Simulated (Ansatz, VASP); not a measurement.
**BN in VASP and in Ansatz**

Contents of POSCAR:

```
BN
1.0
    0.0000000000      1.8044187296      1.8044187296
    1.8044187296      0.0000000000      1.8044187296
    1.8044187296      1.8044187296      0.0000000000
B N
1 1
Direct
    0.0000000000      0.0000000000      0.0000000000
    0.2500000000      0.2500000000      0.2500000000
```

Contents of INCAR.step1:

```
SYSTEM = BN
ALGO = Normal
EDIFF = 1E-5
ENCUT = 660
GGA = PE
GGA_COMPAT = .False.
ISMEAR = 0
LASPH = .True.
LCHARG = .False.
LREAL = .False.
LWAVE = .True.
NBANDS = 11
NELM = 120
PREC = Accurate
SIGMA = 0.01
```

Contents of INCAR.step2:

```
SYSTEM = BN
ALGO = Normal
EDIFF = 1E-6
ENCUT = 660
GGA_COMPAT = .False.
ISIF = 2
ISMEAR = 0
ISTART = 1
LASPH = .True.
LCHARG = .False.
LMIXTAU = .True.
LREAL = .False.
LWAVE = .False.
METAGGA = R2SCAN
NBANDS = 11
NELM = 120
PREC = Accurate
SIGMA = 0.01
```

Contents of KPOINTS:

```
k-points
0
Gamma
  10 10 10
  0 0 0
```

Input for Ansatz:

```yaml
crystal:
  lattice:
    - [0.0, 1.8044187296, 1.8044187296]
    - [1.8044187296, 0.0, 1.8044187296]
    - [1.8044187296, 1.8044187296, 0.0]
  atoms:
    - { symbol: B, position: [0.0, 0.0, 0.0] }
    - { symbol: "N", position: [0.25, 0.25, 0.25] }
basis:
  ecutwfc: 500
kpoints:
  mp_grid: { grid: [10, 10, 10] }
  band_path:
    path:
      - [0.0, 0.0, 0.0]
      - [0.0, 0.0, 0.0]
      - [0.5, 0.5, 0.0]
      - [0.5, 0.5, 0.5]
      - [0.0034461859, 0.0034461859, 0.0]
      - [-0.0034461859, -0.0034461859, 0.0]
      - [0.0039793127, 0.0039793127, 0.0039793127]
      - [-0.0039793127, -0.0039793127, -0.0039793127]
      - [0.0034461859, 0.0034461859, 0.0]
      - [-0.0034461859, -0.0034461859, 0.0]
      - [0.5034461859, 0.5034461859, 0.0]
      - [0.4965538141, 0.4965538141, 0.0]
      - [0.5, 0.5034461859, 0.0034461859]
      - [0.5, 0.4965538141, -0.0034461859]
      - [0.5039793127, 0.5039793127, 0.5039793127]
      - [0.4960206873, 0.4960206873, 0.4960206873]
      - [0.4975631786, 0.5024368214, 0.5]
      - [0.5024368214, 0.4975631786, 0.5]
    npoints: 1
hamiltonian:
  xc: r2scan
  pseudopotentials: { kind: paw, azcp: { folder: soft_1 } }
scf:
  occupations: { method: fixed }
  n_extra_bands: 5
output:
  forces: true
  stress: true
  eigenvalues: true
```

Alike in both runs: task single point; functional r2SCAN; k mesh 10 × 10 × 10; no spin polarisation.

```csv
,VASP,Ansatz
version,VASP 6.6.1,Ansatz 0.2.0
potentials or method,"VASP PAW PBE potentials, release 64 (B, N), cutoff 660 eV","scalar-relativistic, plane waves, PAW"
occupations,"gaussian, width 0.01 eV",fixed
valence electrons in the cell,8,8
```

Ansatz gave:

```
gap on the k mesh at the Fermi level (eV) : 4.99
least direct gap on the mesh (eV)         : 9.58
pressure (GPa)                            : 0.0
```

**Question.** Estimate VASP's values.

**Answer.** gap on the k mesh at the Fermi level (eV): 4.98; least direct gap on the mesh (eV): 9.55; pressure (GPa): 1.5.

VASP's potentials were made for PBE, not for r2SCAN.
